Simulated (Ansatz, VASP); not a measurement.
## Mn2AlP3: VASP beside Ansatz

The input INCAR:

```
  ALGO = Normal
  EDIFF = 1E-6
  ENCUT = 520
  GGA = PE
  ISIF = 2
  ISMEAR = 0
  ISPIN = 2
  LASPH = T
  LCHARG = F
  LMAXMIX = 4
  LORBIT = 11
  LREAL = F
  LWAVE = F
  MAGMOM = 4 4 0 0 0 0
  NBANDS = 35
  NELM = 150
  PREC = Accurate
  SIGMA = 0.1
```

Contents of KPOINTS:

```
k-points
0
Gamma
  6 6 2
```

POSCAR

```
Mn2AlP3
1.0
    3.5041170000      0.0000000000      0.0000000000
    0.0000000000      3.5041170000      0.0000000000
    0.0000000000      0.0000000000      7.6797310100
Mn Al P
2 1 3
Direct
    0.0000000000      0.5000000000      0.7340000300
    0.5000000000      0.0000000000      0.2659999700
    0.0000000000      0.0000000000      0.0000000000
    0.5000000000      0.5000000000      0.0000000000
    0.0000000000      0.5000000000      0.3820000000
    0.5000000000      0.0000000000      0.6180000000
```

Input for Ansatz:

```yaml
crystal:
  lattice:
    - [3.504117, 0.0, 0.0]
    - [0.0, 3.504117, 0.0]
    - [0.0, 0.0, 7.67973101]
  atoms:
    - { symbol: Mn, position: [0.0, 0.5, 0.73400003], spin: 4.0 }
    - { symbol: Mn, position: [0.5, 0.0, 0.26599997], spin: 4.0 }
    - { symbol: Al, position: [0.0, 0.0, 0.0] }
    - { symbol: P, position: [0.5, 0.5, 0.0] }
    - { symbol: P, position: [0.0, 0.5, 0.382] }
    - { symbol: P, position: [0.5, 0.0, 0.618] }
basis:
  ecutwfc: 420
kpoints:
  mp_grid: { grid: [6, 6, 2] }
hamiltonian:
  xc: pbe
scf:
  occupations: { method: gaussian, width: 0.1 }
  lower_state_search: "off"
output:
  forces: true
  stress: true
  eigenvalues: true
  populations: true
magnetization:
  spin_polarized: true
```

Change from the starting cell: species swapped into the Hf2CuSb3 type (P-4m2, No. 115).

Alike in both runs: task single point; functional PBE; k mesh 6 × 6 × 2; occupations gaussian, width 0.1 eV; collinear spin.

|  | VASP | Ansatz |
| --- | --- | --- |
| version | VASP 6.6.1 | Ansatz 0.2.0 |
| potentials or method | VASP PAW PBE potentials, release 64 (Mn_pv, Al, P), cutoff 520 eV | scalar-relativistic, plane waves, PAW |
| valence electrons in the cell | 44 | 48 |

|  | VASP | Ansatz | Ansatz less VASP |
| --- | --- | --- | --- |
| gap on the k mesh at the Fermi level (eV) | none | none | - |
| pressure (GPa) | -13.3 | -13.3 | -0.04 |
| traceless stress, the component that is largest in VASP (GPa) | -1.14 | -1.18 | -0.045 |
| rms of the force components (eV/Å) | 0.218 | 0.218 | +0.0003 |
| net moment per atom (μB) | 0.82 | 0.82 | -0.002 |
| size of the moment on the site where the two differ most (μB) | 0.17 | 0.23 | +0.058 |

Site moments also hang on the region over which each program counts them. Atom by atom the forces differ by 0.001 eV/Å (rms over components). A gap of «none» marks a metal or a gap that the smearing closes. VASP's potentials hold 44 valence electrons a cell and Ansatz's 48, so a difference there can come from the potentials and not from the codes.

The k mesh is coarse, so the values compare programs but aren't converged.
